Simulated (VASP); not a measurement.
Wanted: the native input for a VASP 6.6.1 run.

* Task: single point
* Functional: PBEsol
* Potentials or basis: VASP PAW PBE potentials, release 64 (Ta_pv, N)
* Cutoff: 520 eV
* k mesh: 18 × 18 × 16
* Occupations: gaussian, width 0.15 eV
* Spin: no spin polarisation
* Dipole correction: no
* Further INCAR settings: ALGO = Normal; EDIFF = 1e-07; NBANDS = 15

The structure of TaN lies in POSCAR:

```
TaN
1.0
    2.9379988584      0.0000000000      0.0000000000
   -1.4689994292      2.5443816477      0.0000000000
    0.0000000000      0.0000000000      2.8830000000
Ta N
1 1
Direct
    0.4030759781      0.7177218261      0.5450585538
    0.0000000000      0.0000000000      0.0000000000
```

This cell differs from its parent crystal: all Ta atoms moved +0.225 Å, as atom 1 along Cartesian [1 1 1].

One way to write it, as run:

INCAR

```
SYSTEM = TaN
  PREC = Accurate
  ENCUT = 520
  EDIFF = 1E-7
  ISMEAR = 0
  SIGMA = 0.15
  LREAL = .FALSE.
  LASPH = .TRUE.
  NELM = 60
  ALGO = Normal
  ISIF = 2
  LWAVE = .FALSE.
  LCHARG = .FALSE.
  GGA = PS
  NBANDS = 15
```

KPOINTS

```
regular mesh
0
G
  18 18 16
  0 0 0
```

Potentials or basis: VASP PAW PBE potentials, release 64 (Ta_pv, N).

Command:

```sh
$ cat potpaw_PBE.64/Ta_pv/POTCAR potpaw_PBE.64/N/POTCAR > POTCAR
$ mpirun -np 1 vasp_std > vasp.out
```

It gave:

```json
{
  "Pressure": "4.7 GPa",
  "Largest force": "3.412 eV/Å",
  "Band gap on the k mesh": "zero (band 8 reaches 8.24 eV, above the bottom of band 9 at 8.10 eV)"
}
```

Caveat: the cell differs from its parent crystal (all Ta atoms moved +0.225 Å, as atom 1 along Cartesian [1 1 1]); the PAW data sets were made with another functional, which shifts forces and pressure a little; spin-orbit coupling is left out, which moves the levels of the heavy elements.

Run time: 12 min on 1 thread of Oxide Virtual Turin-like Processor, on a shared host, peak memory 0.85 GiB.
